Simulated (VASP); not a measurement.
# Sr2Ca (P4mm) in VASP: further runs

The runs below take Sr2Ca through single point, relaxation of cell and atoms, with PBE.

All numbers are computed with VASP 6.6.1; they aren't measurements. Logs are shortened: lines on timing, memory, paths and dates and some standing lists are left out, and cuts for length are marked.

**1. The cell of the first run**

Symmetry: P4mm, No. 99, tetragonal system. The conventional cell has a = 3.423 Å, b = 3.423 Å, c = 6.410 Å, α = 90.00°, β = 90.00°, γ = 90.00°. Sr (site symmetry 4mm) has 4 Ca at 2.75 Å and 6 Sr at 2.94 to 3.47 Å within 3.6 Å. Sr (site symmetry 4mm) has 4 Ca at 2.92 Å and 6 Sr at 2.94 to 3.47 Å within 3.8 Å. Ca (site symmetry 4mm) has 8 Sr at 2.75 to 2.92 Å and 4 Ca at 3.42 Å within 3.6 Å.

**2. Single point, PBE**

INCAR reads:

```
PREC = Accurate ; ENCUT = 520
EDIFF = 1E-7 ; ISMEAR = 0
SIGMA = 0.1 ; LREAL = F
LASPH = T ; NELM = 80
ALGO = Normal ; ISIF = 2
LWAVE = F ; LCHARG = F
GGA = PE ; NBANDS = 22
```

KPOINTS reads:

```
regular mesh
0
Gamma
  6 6 4
```

POSCAR reads:

```
Sr2Ca
1.0
    3.4228924800      0.0000000000      0.0000000000
    0.0000000000      3.4228924800      0.0000000000
    0.0000000000      0.0000000000      6.4096603500
Sr Ca
2 1
Direct
    0.5000000000      0.5000000000      0.2207416800
    0.5000000000      0.5000000000      0.7625249700
    0.0000000000      0.0000000000      0.0167333500
```

Potentials or basis: VASP PAW PBE potentials, release 64 (Sr_sv, Ca_sv).

Launch:

```console
$ cat potpaw_PBE.64/Sr_sv/POTCAR potpaw_PBE.64/Ca_sv/POTCAR > POTCAR
$ mpirun -np 1 vasp_std > vasp.out
```

OUTCAR:

```text
PREC = Accurate
   ENCUT = 520
   EDIFF = 1E-7
   ISMEAR = 0
   LREAL = F
   LASPH = T
   NELM = 80
   ISIF = 2
   GGA = PE

 ion  position               nearest neighbor table
   1  0.500  0.500  0.221-   3 2.75   3 2.75   3 2.75   3 2.75   2 2.94   2 3.47   2 4.51   2 4.51
                             2 4.51   2 4.51   2 4.88   2 4.88   2 4.88   2 4.88
   2  0.500  0.500  0.763-   3 2.92   3 2.92   3 2.92   3 2.92   1 2.94   1 3.47   1 4.51   1 4.51
                             1 4.51   1 4.51   1 4.88   1 4.88   1 4.88   1 4.88
   3  0.000  0.000  0.017-   1 2.75   1 2.75   1 2.75   1 2.75   2 2.92   2 2.92   2 2.92   2 2.92

  LATTYP: Found a simple tetragonal cell.
 ALAT       =     3.4228924800
 C/A-ratio  =     1.8725859452

  Lattice vectors:

 A1 = (   3.4228924800,   0.0000000000,   0.0000000000)
 A2 = (   0.0000000000,   3.4228924800,   0.0000000000)
 A3 = (   0.0000000000,   0.0000000000,   6.4096603500)

Analysis of symmetry for initial positions (statically):
=====================================================================
 Subroutine PRICEL returns:
 Original cell was already a primitive cell.

 Routine SETGRP: Setting up the symmetry group for a
 simple tetragonal supercell.

 Subroutine GETGRP returns: Found  8 space group operations
 (whereof  8 operations were pure point group operations)
 out of a pool of 16 trial point group operations.

The static configuration has the point symmetry C_4v.

Analysis of symmetry for dynamics (positions and initial velocities):
=====================================================================
 Subroutine PRICEL returns:
 Original cell was already a primitive cell.

 Routine SETGRP: Setting up the symmetry group for a
 simple tetragonal supercell.

 Subroutine GETGRP returns: Found  8 space group operations
 (whereof  8 operations were pure point group operations)
 out of a pool of 16 trial point group operations.

The dynamic configuration has the point symmetry C_4v.

 Subroutine INISYM returns: Found  8 space group operations
 (whereof  8 operations are pure point group operations),
 and found     1 'primitive' translations

----------------------------------------------------------------------------------------

                                     Primitive cell

  volume of cell :      75.0968

  direct lattice vectors                    reciprocal lattice vectors
     3.422892480  0.000000000  0.000000000     0.292150573  0.000000000  0.000000000
     0.000000000  3.422892480  0.000000000     0.000000000  0.292150573  0.000000000
     0.000000000  0.000000000  6.409660350     0.000000000  0.000000000  0.156014507

  length of vectors
     3.422892480  3.422892480  6.409660350     0.292150573  0.292150573  0.156014507

  position of ions in fractional coordinates (direct lattice)
     0.500000000  0.500000000  0.220741680
     0.500000000  0.500000000  0.762524970
     0.000000000  0.000000000  0.016733350

  ion indices of the primitive-cell ions
   primitive index   ion index
                 1           1
                 2           2
                 3           3

----------------------------------------------------------------------------------------

 KPOINTS: regular mesh

Automatic generation of k-mesh.
 Grid dimensions read from file:
 generate k-points for:    6    6    4

 Generating k-lattice:

  Cartesian coordinates                     Fractional coordinates (reciprocal lattice)
     0.048691762  0.000000000  0.000000000     0.166666667  0.000000000  0.000000000
     0.000000000  0.048691762  0.000000000     0.000000000  0.166666667  0.000000000
     0.000000000  0.000000000  0.039003627     0.000000000  0.000000000  0.250000000

  Length of vectors
     0.048691762  0.048691762  0.039003627

  Shift w.r.t. Gamma in fractional coordinates (k-lattice)
     0.000000000  0.000000000  0.000000000

 Subroutine IBZKPT returns following result:
 ===========================================

 Found     30 irreducible k-points:

 Following reciprocal coordinates:
            Coordinates               Weight
  0.000000  0.000000  0.000000      1.000000
  0.166667  0.000000  0.000000      4.000000
  0.333333  0.000000  0.000000      4.000000
  0.500000  0.000000  0.000000      2.000000
  0.166667  0.166667  0.000000      4.000000
  0.333333  0.166667  0.000000      8.000000
[... 16 lines left out ...]
  0.333333  0.000000  0.500000      4.000000
  0.500000  0.000000  0.500000      2.000000
 [... further k-points ...]
   k-points           NKPTS =     30   k-points in BZ     NKDIM =     30   number of bands    NBANDS=     22
   number of dos      NEDOS =    301   number of ions     NIONS =      3
   total plane-waves  NPLWV =  37632
   dimension x,y,z NGX =    28 NGY =   28 NGZ =   48
   dimension x,y,z NGXF=    56 NGYF=   56 NGZF=   96
   ions per type =               2   1
   NGX,Y,Z   is equivalent  to a cutoff of  13.60, 13.60, 12.45 a.u.
   NGXF,Y,Z  is equivalent  to a cutoff of  27.20, 27.20, 24.90 a.u.
 SYSTEM =  unknown system
   PREC   = accura    normal or accurate (medium, high low for compatibility)
   ISTART =      0    job   : 0-new  1-cont  2-samecut
   ICHARG =      2    charge: 1-file 2-atom 10-const
   ISPIN  =      1    spin polarized calculation?
   LNONCOLLINEAR =      F non collinear calculations
   LSORBIT =      F    spin-orbit coupling
   LASPH  =      T    aspherical Exc in radial PAW
   ENCUT  =  520.0 eV  38.22 Ry    6.18 a.u.   6.36  6.36 11.92*2*pi/ulx,y,z
   NELM   =     80;   NELMIN=  2; NELMDL= -5     # of ELM steps
   EDIFF  = 0.1E-06   stopping-criterion for ELM
   LREAL  =      F    real-space projection
   EDIFFG = 0.1E-05   stopping-criterion for IOM
   NSW    =      0    number of steps for IOM
   IBRION =     -1    ionic relax: 0-MD 1-quasi-New 2-CG
   NFREE  =      0    steps in history (QN), initial steepest desc. (CG)
   ISIF   =      2    stress and relaxation
   ISYM   =      2    0-nonsym 1-usesym 2-fastsym
   POTIM  = 0.5000    time-step for ionic-motion
   TEBEG  =    0.0;   TEEND  =   0.0 temperature during run
   PSTRESS=    0.0 pullay stress
   NELECT =      30.0000    total number of electrons
   NUPDOWN=      -1.0000    fix difference up-down
   EMIN   =  10.00;   EMAX   =-10.00  energy-range for DOS
   EFERMI =   0.00;   METHOD = LEGACY
   ISMEAR =     0;   SIGMA  =   0.10  broadening in eV -4-tet -1-fermi 0-gaus
   EFERMI_NEDOS =   21; number of points for ismear=-14 and -15
   IALGO  =     38    algorithm
   IMIX   =      4    mixing-type and parameters
     AMIX     =   0.40;   BMIX     =  1.00
     AMIX_MAG =   1.60;   BMIX_MAG =  1.00
  volume/ion in A,a.u.               =      25.03       168.93
  Fermi-wavevector in a.u.,A,eV,Ry     =   1.205706  2.278454 19.779155  1.453727
  Thomas-Fermi vector in A             =   2.341395
   LORBIT       =      0    0 simple, 1 ext, 2 COOP (PROOUT), +10 PAW based schemes
   GGA     = PE    functional components
   LHFCALC =     F    Hartree Fock is set to
   AEXX    =    0.0000 exact exchange contribution
   IVDW    =     0    specifies the selected vdW correction
   LEPSILON=     F    determine dielectric tensor
   LRPA    =     F    only Hartree local field effects (RPA)
 non-spin polarized calculation
 Gauss-broadening in eV      SIGMA  =   0.10
  energy-cutoff  :      520.00
  volume of cell :       75.10
 maximum number of plane-waves:      2041
 NGX is ok and might be reduce to    28
   NGX = 13   NGY = 13   NGZ = 23

 number of electron      30.0000003 magnetization

 Free energy of the ion-electron system (eV)
  ---------------------------------------------------
  ext. energy  EPLUGINS =         0.00000000
  ---------------------------------------------------
  free energy    TOTEN  =         2.16145976 eV

  energy without entropy =        2.18729965  energy(sigma->0) =        2.17437971

 E-fermi :   4.7240     XC(G=0):  -9.8241

 val. band max:        4.7216946398   @ k =   0.5000   0.1667   0.0000
 cond. band min:       4.7397606742   @ k =   0.3333   0.1667   0.0000
 fundamental gap:      0.0180660344
 Fermi energy:         4.7240019054

 k-point     1 :       0.0000    0.0000    0.0000
  band No.  band energies     occupation
      1     -36.0052      2.00000
      2     -31.1704      2.00000
      3     -30.9524      2.00000
      4     -17.2458      2.00000
      5     -17.2458      2.00000
      6     -17.1990      2.00000
[... 14 lines left out ...]
     21       7.7723      0.00000
     22       8.5160      0.00000

 k-point     2 :       0.1667    0.0000    0.0000
  band No.  band energies     occupation
      1     -35.9873      2.00000
      2     -31.1694      2.00000
      3     -30.9310      2.00000
      4     -17.3665      2.00000
      5     -17.2263      2.00000
      6     -17.2052      2.00000
[... 14 lines left out ...]
     21       8.0149      0.00000
     22       8.9886      0.00000

 k-point     3 :       0.3333    0.0000    0.0000
  band No.  band energies     occupation
      1     -35.9511      2.00000
      2     -31.1680      2.00000
      3     -30.8876      2.00000
      4     -17.5456      2.00000
      5     -17.3272      2.00000
      6     -17.1209      2.00000
[... 14 lines left out ...]
     21       8.7573      0.00000
     22       8.7844      0.00000
[... 476 lines left out ...]
 k-point    23 :       0.3333    0.0000    0.5000
  band No.  band energies     occupation
      1     -35.9511      2.00000
      2     -31.1466      2.00000
      3     -30.9110      2.00000
      4     -17.5336      2.00000
      5     -17.3292      2.00000
      6     -17.1208      2.00000
[... 14 lines left out ...]
     21       7.5507      0.00000
     22       8.6938      0.00000

 k-point    24 :       0.5000    0.0000    0.5000
  band No.  band energies     occupation
      1     -35.9328      2.00000
      2     -31.1461      2.00000
      3     -30.8892      2.00000
      4     -17.6035      2.00000
      5     -17.3912      2.00000
      6     -17.0772      2.00000
[... 14 lines left out ...]
     21       7.4677      0.00000
     22       8.7397      0.00000

 [... further k-points ...]

------------------------ aborting loop because EDIFF is reached ----------------------------------------

  FORCE on cell =-STRESS in cart. coord.  units (eV):
  Direction    XX          YY          ZZ          XY          YZ          ZX
  --------------------------------------------------------------------------------------
  -------------------------------------------------------------------------------------
  Total       15.6369603     15.6369603     14.3904376      0.0000000     -0.0000000      0.0000000
  in kB      333.6117859    333.6117859    307.0174433      0.0000000     -0.0000000      0.0000000
  external PRESSURE =     324.7470050 kB  Pullay stress =       0.0000000 kB

 VOLUME and BASIS-vectors are now :
 -----------------------------------------------------------------------------
  energy-cutoff  :      520.00
  volume of cell :       75.10
      direct lattice vectors                 reciprocal lattice vectors
     3.422892480  0.000000000  0.000000000     0.292150573  0.000000000  0.000000000
     0.000000000  3.422892480  0.000000000     0.000000000  0.292150573  0.000000000
     0.000000000  0.000000000  6.409660350     0.000000000  0.000000000  0.156014507

 POSITION                                       TOTAL-FORCE (eV/Angst)
 -----------------------------------------------------------------------------------
      1.71145      1.71145      1.41488         0.000000      0.000000      4.634995
      1.71145      1.71145      4.88753         0.000000      0.000000     -4.504795
      0.00000      0.00000      0.10726        -0.000000     -0.000000     -0.130201
 -----------------------------------------------------------------------------------
    total drift:                                0.000000      0.000000     -0.000149

  FREE ENERGIE OF THE ION-ELECTRON SYSTEM (eV)
  ---------------------------------------------------
  free  energy   TOTEN  =         2.1614597621 eV

  energy  without entropy=        2.1872996540  energy(sigma->0) =        2.17437971
```

It took 33 s on 1 thread of Intel Xeon Platinum 8488C (Sapphire Rapids), shared host; peak memory 0.21 GiB.

What came out:

```
Free energy            : 2.1615 eV
Pressure               : 32.5 GPa
Largest force          : 4.635 eV/Å
Band gap on the k mesh : zero (bands 15 and 16 overlap by 1.31 eV)
```

Forces in eV/Å, atoms in the order of the input:
```
Sr   0.000  0.000  4.635
Sr   0.000  0.000 -4.505
Ca   0.000  0.000 -0.130
```

Levels at points of the mesh, in eV from the Fermi level:
```csv
k point,band 11,band 12,band 13,band 14,band 15,band 16,band 17,band 18,band 19,band 20
"(0.00, 0.00, 0.00)",-17.41,-17.19,-3.65,-2.39,-0.82,-0.44,0.91,1.06,2.59,3.05
"(0.50, 0.00, 0.00)",-17.34,-17.18,-2.24,-0.88,-0.69,0.41,0.87,0.92,1.38,3.29
"(0.50, 0.50, 0.00)",-17.97,-17.10,-1.46,-0.13,0.06,0.06,0.86,2.13,2.13,4.16
"(0.00, 0.00, 0.50)",-17.40,-17.40,-2.57,-2.33,-2.23,-0.25,0.74,1.82,2.60,3.29
"(0.50, 0.00, 0.50)",-17.54,-17.36,-1.66,-1.11,-0.17,0.06,1.11,1.29,1.81,2.25
"(0.50, 0.50, 0.50)",-17.92,-17.44,-0.92,-0.05,0.80,0.80,0.91,1.52,1.52,3.04
```

Caveat: the cell stands under pressure; forces of over 1 eV/Å act on the atoms, so gaps and moduli don't describe the material at rest.

**3. Relaxation of cell and atoms, PBE**

INCAR reads:

```
SYSTEM = Sr2Ca
PREC = Accurate ; ENCUT = 600
EDIFF = 1E-6 ; ISMEAR = 0
SIGMA = 0.1 ; LREAL = .False.
LASPH = .True. ; NELM = 60
ALGO = Fast ; ISIF = 3
LWAVE = .False. ; LCHARG = .False.
GGA = PE ; IBRION = 2
NSW = 90 ; EDIFFG = -0.04
```

KPOINTS reads:

```
Automatic mesh
0
Gamma
  6 6 4
  0 0 0
```

POSCAR is that of step 2.

Potentials or basis: VASP PAW PBE potentials, release 64 (Sr_sv, Ca_sv).

Launch:

```console
$ cat potpaw_PBE.64/Sr_sv/POTCAR potpaw_PBE.64/Ca_sv/POTCAR > POTCAR
$ mpirun -np 1 vasp_std > vasp.out
```

Run time: 30 min. Hardware: 1 thread of Intel Xeon Platinum 8488C (Sapphire Rapids), shared host; peak memory 0.24 GiB.

The run converged. Its results:

```
Free energy                           : -4.7792 eV
Relaxed volume                        : 52.07 Å³/atom
Relaxed cell                          : a = 3.951 Å, b = 3.951 Å, c = 10.010 Å, α = 90.00°, β = 90.00°, γ = 90.00°
Space group after relaxing (to 0.1 Å) : P4/mmm (No. 123)
Energy gained by relaxing             : 2313.4 meV/atom
Ionic steps                           : 20
Pressure after relaxing               : 0.0 GPa
Largest force after relaxing          : 0.030 eV/Å
Band gap on the k mesh                : zero (bands 15 and 16 overlap by 0.45 eV)
```

Forces on the atoms (eV/Å):
```
Sr   0.000  0.000 -0.027
Sr   0.000  0.000 -0.003
Ca   0.000  0.000  0.030
```

The path:
| step | energy change (eV) | largest force (eV/Å) | pressure (GPa) | volume (Å³) |
| --- | --- | --- | --- | --- |
| 1 | 0.0000 | 4.6332 | 32.47 | 75.10 |
| 2 | -6.3122 | 0.4789 | 2.37 | 144.82 |
| 3 | -6.5575 | 0.3955 | 0.89 | 157.71 |
| 4 | -6.5362 | 0.4541 | -0.92 | 185.72 |
| 5 | -6.5975 | 0.3626 | 0.13 | 168.94 |
| 6 | -6.5967 | 0.3537 | -0.04 | 171.35 |
| 7 | -6.6584 | 0.3302 | -0.13 | 172.67 |
| 8 | -6.7804 | 0.2260 | -0.32 | 175.73 |
| 9 | -6.7825 | 0.2827 | -0.42 | 178.01 |
| 10 | -6.8157 | 0.2137 | -0.42 | 177.36 |
| 11 | -6.8378 | 0.2786 | 0.06 | 169.06 |
| 12 | -6.8400 | 0.3109 | 0.20 | 166.47 |
| 13 | -6.8625 | 0.2952 | 0.15 | 165.15 |
| 14 | -6.9134 | 0.2163 | 0.04 | 161.12 |
| 15 | -6.8841 | 0.1932 | 0.03 | 152.79 |
| 16 | -6.9280 | 0.1464 | -0.06 | 158.72 |
| 17 | -6.9289 | 0.1114 | -0.04 | 157.69 |
| 18 | -6.9377 | 0.0853 | 0.04 | 155.20 |
| 19 | -6.9393 | 0.0620 | 0.01 | 155.86 |
| 20 | -6.9402 | 0.0295 | -0.01 | 156.22 |

Final structure:
```xyz
3
Lattice="3.9505 0.0000 0.0000 0.0000 3.9505 0.0000 0.0000 0.0000 10.0096" Properties=species:S:1:pos:R:3 pbc="T T T"
Sr    1.9753    1.9753    3.0335
Sr    1.9753    1.9753    6.9865
Ca    0.0000    0.0000    9.9992
```

Levels at points of the mesh, in eV from the Fermi level:
```
           k point  band 12  band 13  band 14  band 15  band 16  band 17  band 18  band 19
(0.00, 0.00, 0.00)   -18.53    -3.72    -2.17    -1.77     0.38     0.59     1.21     1.66
(0.50, 0.00, 0.00)   -18.51    -1.36    -1.31    -0.45    -0.21     0.20     0.56     1.63
(0.50, 0.50, 0.00)   -18.57    -0.56    -0.23     0.13     0.53     0.53     0.59     0.59
(0.00, 0.00, 0.50)   -18.53    -3.44    -3.00    -0.86     0.09     0.71     0.95     2.48
(0.50, 0.00, 0.50)   -18.51    -1.30    -1.05    -0.96    -0.20     0.19     1.19     1.40
(0.50, 0.50, 0.50)   -18.57    -0.28    -0.27    -0.07     0.41     0.41     0.78     0.78
```

Caveat: the volume moved by over 15 % at a fixed basis, so the end points are rough.
